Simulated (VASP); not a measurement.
AlN, 2 atoms in the cell. It takes space group I-4m2 (No. 119, tetragonal). Conventional cell: a = 3.090 Å, b = 3.090 Å, c = 4.441 Å, α = 90.00°, β = 90.00°, γ = 90.00°. Al (site symmetry -4m2) has 4 N at 1.90 Å within 2.5 Å. Within 2.5 Å of N (site symmetry -4m2) lie 4 Al at 1.90 Å.  This cell differs from its parent crystal: uniaxial y strain +1.6%.

* Program: VASP 6.6.1
* Task: single point
* Functional: r2SCAN
* Potentials or basis: VASP PAW PBE potentials, release 64 (Al, N)
* Cutoff: 520 eV
* k mesh: 10 × 10 × 10
* Occupations: gaussian, width 0.01 eV
* Spin: no spin polarisation
* Dipole correction: no
* Further INCAR settings: ALGO = Normal; EDIFF = 1e-06; NBANDS = 11

Potentials or basis: VASP PAW PBE potentials, release 64 (Al, N).

The run is started by

```console
$ cat potpaw_PBE.64/Al/POTCAR potpaw_PBE.64/N/POTCAR > POTCAR
$ cp INCAR.step1 INCAR
$ mpirun -np 1 vasp_std > vasp.out
$ cp INCAR.step2 INCAR
$ mpirun -np 1 vasp_std > vasp.out
```

Hardware: 1 thread of AMD EPYC 7R13, with other jobs on the host.

Estimate the wall time of this run.

Run time: 4 min on 1 thread of AMD EPYC 7R13, with other jobs on the host, peak memory 0.12 GiB. Counts: k points 102.
